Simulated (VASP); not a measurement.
Lu2ReP: single point with PBE

Crystal: Lu2ReP.

```xyz
4
Lattice="4.1116 0.0000 0.0000 0.0000 4.1116 0.0000 0.0000 0.0000 4.0224" Properties=species:S:1:pos:R:3 pbc="T T T"
Lu    0.0000    2.0558    2.0112
Lu    2.0558    0.0000    2.0112
Re    2.0558    2.0558    0.0000
P     0.0000    0.0000    0.0000
```

```json
{"Program": "VASP 6.6.1", "Task": "single point", "Functional": "PBE", "Potentials or basis": "VASP PAW PBE potentials, release 64 (Lu, Re, P)", "Cutoff": "520 eV", "k mesh": "4 × 4 × 4", "Occupations": "gaussian, width 0.1 eV", "Spin": "no spin polarisation"}
```

```
Pressure               : 12.2 GPa
Band gap on the k mesh : zero (band 31 reaches 7.21 eV, above the bottom of band 32 at 4.21 eV)
```

Stress tensor (GPa, compression positive):
```
18.55  0.00  0.00
 0.00 18.55  0.00
 0.00  0.00 -0.35
```

Levels at points of the mesh, in eV from the Fermi level:
| k point | band 28 | band 29 | band 30 | band 31 | band 32 | band 33 | band 34 | band 35 |
| --- | --- | --- | --- | --- | --- | --- | --- | --- |
| (0.00, 0.00, 0.00) | -2.65 | -2.36 | -2.09 | -2.09 | -1.83 | 1.11 | 1.81 | 3.33 |
| (0.50, 0.00, 0.00) | -2.06 | -0.39 | -0.39 | 0.47 | 1.51 | 1.61 | 1.93 | 2.05 |
| (0.50, 0.50, 0.00) | -0.62 | -0.58 | -0.58 | 0.14 | 0.22 | 0.26 | 0.26 | 0.41 |
| (0.00, 0.00, 0.50) | -1.68 | -0.90 | -0.66 | -0.66 | -0.31 | 0.13 | 0.26 | 2.35 |
| (0.50, 0.00, 0.50) | -1.54 | -1.26 | -1.10 | 0.15 | 1.24 | 2.12 | 2.29 | 2.71 |
| (0.50, 0.50, 0.50) | -3.27 | -3.13 | -0.62 | -0.02 | 0.60 | 1.35 | 1.35 | 2.29 |

It took 100 s on 1 thread of Intel(R) Xeon(R) Platinum 8259CL CPU @ 2.50GHz (Skylake/Cascade Lake), with other jobs on the host, peak memory 0.21 GiB.

Caveat: the k points lie up to 0.39 Å⁻¹ apart; spin-orbit coupling is left out, which moves the levels of the heavy elements.
